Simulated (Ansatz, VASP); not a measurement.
Rh in VASP and in Ansatz

```xyz
4
Lattice="1.3472 -4.8278 0.0000 1.3472 4.8278 0.0000 0.0000 0.0000 4.5611" Properties=species:S:1:pos:R:3 pbc="T T T"
Rh    1.3472    3.5888    4.5611
Rh    1.3472   -1.2389    2.2806
Rh    1.3472   -3.5888    0.0000
Rh    1.3472    1.2389    2.2805
```

Alike in both runs: functional PBE; k mesh 6 × 6 × 4; occupations gaussian, width 0.1 eV; no spin polarisation.

Ansatz relaxed the structure, and its values are those at the end. VASP's run is a single point on that final structure, the one shown.

|  | VASP | Ansatz |
| --- | --- | --- |
| version | VASP 6.6.1 | Ansatz 0.2.0 |
| potentials or method | VASP PAW PBE potentials, release 64 (Rh_pv), cutoff 520 eV | scalar-relativistic, plane waves, PAW |
| valence electrons in the cell | 60 | 68 |

Ansatz gave:

* gap on the k mesh at the Fermi level (eV): none
* pressure (GPa): 0.0

Problem. Estimate VASP's values.

Solution. gap on the k mesh at the Fermi level (eV): none; pressure (GPa): 0.1.

A gap of «none» marks a metal or a gap that the smearing closes. With one functional, cell and mesh, what is left measures potentials, basis and numerics. VASP's potentials hold 60 valence electrons a cell and Ansatz's 68, so a difference there can come from the potentials and not from the codes.

The k mesh is coarse, so the values compare programs but aren't converged.
